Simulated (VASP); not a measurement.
# GeSe5 in VASP: a series of runs, part 2 of 2

VASP 6.6.1. The steps go on from the part before.

## (3) Single point, PBE

This run uses another cell than the first one, of 25.32 Å³/atom, 0.972 times its volume.

INCAR reads:

```
SYSTEM = GeSe5
PREC = Accurate
ENCUT = 520
EDIFF = 1E-6
ISMEAR = 0
SIGMA = 0.1
LREAL = .FALSE.
LASPH = .TRUE.
NELM = 80
ALGO = Normal
ISIF = 2
LWAVE = .FALSE.
LCHARG = .FALSE.
GGA = PE
NBANDS = 31
```

KPOINTS reads:

```
Automatic mesh
0
G
  6 6 6
  0 0 0
```

POSCAR reads:

```
GeSe5
1.0
    3.5677254610      2.0598272553      3.4450146152
   -3.5677254610      2.0598272553      3.4450146152
    0.0000000000     -4.1196545106      3.4450146152
Ge Se
1 5
Direct
    0.5000000000      0.5000000000      0.5000000000
    0.5000000000      0.0000000000      0.5000000000
    0.5000000000      0.5000000000      0.0000000000
    0.0000000000      0.5000000000      0.5000000000
    0.1779797903      0.1779797903      0.1779797903
    0.8220202097      0.8220202097      0.8220202097
```

Potentials or basis: VASP PAW PBE potentials, release 64 (Ge_d, Se).

Started as:

```console
$ cat potpaw_PBE.64/Ge_d/POTCAR potpaw_PBE.64/Se/POTCAR > POTCAR
$ mpirun -np 1 vasp_std > vasp.out
```

OUTCAR:

```text
SYSTEM = GeSe5
   PREC = Accurate
   ENCUT = 520
   EDIFF = 1E-6
   ISMEAR = 0
   LREAL = .FALSE.
   LASPH = .TRUE.
   NELM = 80
   ISIF = 2
   GGA = PE

 ion  position               nearest neighbor table
   1  0.500  0.500  0.500-   3 2.69   3 2.69   4 2.69   2 2.69   2 2.69   4 2.69
   2  0.500  0.000  0.500-   5 2.61   6 2.61   1 2.69   1 2.69
   3  0.500  0.500  0.000-   5 2.61   6 2.61   1 2.69   1 2.69
   4  0.000  0.500  0.500-   5 2.61   6 2.61   1 2.69   1 2.69
   5  0.178  0.178  0.178-   3 2.61   2 2.61   4 2.61
   6  0.822  0.822  0.822-   3 2.61   2 2.61   4 2.61

  LATTYP: Found a trigonal (rhomboedric) cell.
 ALAT       =     5.3702587448
 COS(alpha) =     0.1172810924

  Lattice vectors:

 A1 = (   3.5677254610,   2.0598272553,   3.4450146152)
 A2 = (  -3.5677254610,   2.0598272553,   3.4450146152)
 A3 = (   0.0000000000,  -4.1196545106,   3.4450146152)

Analysis of symmetry for initial positions (statically):
=====================================================================
 Subroutine PRICEL returns:
 Original cell was already a primitive cell.

 Routine SETGRP: Setting up the symmetry group for a
 trigonal (rhombohedral) supercell.

 Subroutine GETGRP returns: Found 12 space group operations
 (whereof 12 operations were pure point group operations)
 out of a pool of 12 trial point group operations.

The static configuration has the point symmetry D_3d.

Analysis of symmetry for dynamics (positions and initial velocities):
=====================================================================
 Subroutine PRICEL returns:
 Original cell was already a primitive cell.

 Routine SETGRP: Setting up the symmetry group for a
 trigonal (rhombohedral) supercell.

[... 124 lines left out ...]
   NUPDOWN=      -1.0000    fix difference up-down
   EMIN   =  10.00;   EMAX   =-10.00  energy-range for DOS
   EFERMI =   0.00;   METHOD = LEGACY
   ISMEAR =     0;   SIGMA  =   0.10  broadening in eV -4-tet -1-fermi 0-gaus
   EFERMI_NEDOS =   21; number of points for ismear=-14 and -15
   IALGO  =     38    algorithm
   IMIX   =      4    mixing-type and parameters
     AMIX     =   0.40;   BMIX     =  1.00
     AMIX_MAG =   1.60;   BMIX_MAG =  1.00
  volume/ion in A,a.u.               =      25.32       170.85
  Fermi-wavevector in a.u.,A,eV,Ry     =   1.083189  2.046930 15.963692  1.173298
  Thomas-Fermi vector in A             =   2.219249
   LORBIT       =      0    0 simple, 1 ext, 2 COOP (PROOUT), +10 PAW based schemes
   GGA     = PE    functional components
   LHFCALC =     F    Hartree Fock is set to
   AEXX    =    0.0000 exact exchange contribution
   IVDW    =     0    specifies the selected vdW correction
   LEPSILON=     F    determine dielectric tensor
   LRPA    =     F    only Hartree local field effects (RPA)
 non-spin polarized calculation
 Gauss-broadening in eV      SIGMA  =   0.10
  energy-cutoff  :      520.00
  volume of cell :      151.90
 maximum number of plane-waves:      4116
   NGX = 19   NGY = 19   NGZ = 19

 number of electron      43.9999985 magnetization

 Free energy of the ion-electron system (eV)
  ---------------------------------------------------
  ext. energy  EPLUGINS =         0.00000000
  ---------------------------------------------------
  free energy    TOTEN  =       -21.29646257 eV

  energy without entropy =      -21.27605954  energy(sigma->0) =      -21.28626105

 E-fermi :   2.8673     XC(G=0):  -9.2827

 val. band max:        2.8391550421   @ k =  -0.3333   0.5000   0.3333
 cond. band min:       2.8830421456   @ k =   0.3333   0.1667   0.0000
 fundamental gap:      0.0438871034
 Fermi energy:         2.8673425653

 k-point     1 :       0.0000    0.0000    0.0000
  band No.  band energies     occupation
      1     -21.9048      2.00000
      2     -21.9048      2.00000
      3     -21.8962      2.00000
      4     -21.8771      2.00000
      5     -21.8771      2.00000
      6     -12.0899      2.00000
[... 805 lines left out ...]
     30       9.9319      0.00000
     31      10.2404      0.00000

 [... further k-points ...]
[... 5 lines left out ...]
  --------------------------------------------------------------------------------------
  -------------------------------------------------------------------------------------
  Total        0.0276384      0.0276384      0.0037287      0.0000000      0.0000000      0.0000000
  in kB        0.2915141      0.2915141      0.0393285      0.0000000      0.0000000      0.0000000
  external PRESSURE =       0.2074522 kB  Pullay stress =       0.0000000 kB

 VOLUME and BASIS-vectors are now :
 -----------------------------------------------------------------------------
  energy-cutoff  :      520.00
  volume of cell :      151.90
      direct lattice vectors                 reciprocal lattice vectors
     3.567725461  2.059827255  3.445014615     0.140145313  0.080912934  0.096758177
    -3.567725461  2.059827255  3.445014615    -0.140145313  0.080912934  0.096758177
     0.000000000 -4.119654511  3.445014615     0.000000000 -0.161825868  0.096758177

 POSITION                                       TOTAL-FORCE (eV/Angst)
 -----------------------------------------------------------------------------------
      0.00000      0.00000      5.16752         0.000000      0.000000     -0.000000
      1.78386     -1.02991      3.44501        -0.000000     -0.000000      0.000000
      0.00000      2.05983      3.44501         0.000000     -0.000000     -0.000000
     -1.78386     -1.02991      3.44501        -0.000000     -0.000000      0.000000
      0.00000      0.00000      1.83943         0.000000     -0.000000     -0.007126
      0.00000      0.00000      8.49561         0.000000     -0.000000      0.007126
 -----------------------------------------------------------------------------------
    total drift:                               -0.000000      0.000000     -0.000000

  FREE ENERGIE OF THE ION-ELECTRON SYSTEM (eV)
  ---------------------------------------------------
  free  energy   TOTEN  =       -21.2964625682 eV

  energy  without entropy=      -21.2760595405  energy(sigma->0) =      -21.28626105
```

Run time: 44 s. Hardware: 1 thread of Intel Xeon 6975P-C (Granite Rapids), shared host; peak memory 0.31 GiB.

Results:

* Free energy: -21.2965 eV
* Pressure: 0.0 GPa
* Largest force: 0.007 eV/Å
* Band gap on the k mesh: zero (band 22 reaches 3.13 eV, above the bottom of band 23 at 2.44 eV)

Forces in eV/Å, atoms in the order of the input:
```
Ge   0.000  0.000  0.000
Se   0.000  0.000  0.000
Se   0.000  0.000  0.000
Se   0.000  0.000  0.000
Se   0.000  0.000 -0.007
Se   0.000  0.000  0.007
```

Levels at points of the mesh, in eV from the Fermi level:
```csv
k point,band 18,band 19,band 20,band 21,band 22,band 23,band 24,band 25,band 26,band 27
"(0.00, 0.00, 0.00)",-1.92,-1.35,-1.35,-0.93,-0.93,-0.32,2.73,2.73,3.62,5.53
"(0.50, 0.00, 0.00)",-1.58,-1.04,-0.80,-0.69,-0.62,0.48,2.11,2.29,2.68,2.78
"(0.50, 0.50, 0.00)",-1.36,-0.66,-0.37,-0.35,-0.13,1.59,1.65,2.24,3.07,3.08
"(0.50, 0.50, 0.50)",-0.91,-0.91,-0.43,-0.43,0.27,1.30,1.30,1.32,1.33,2.81
```
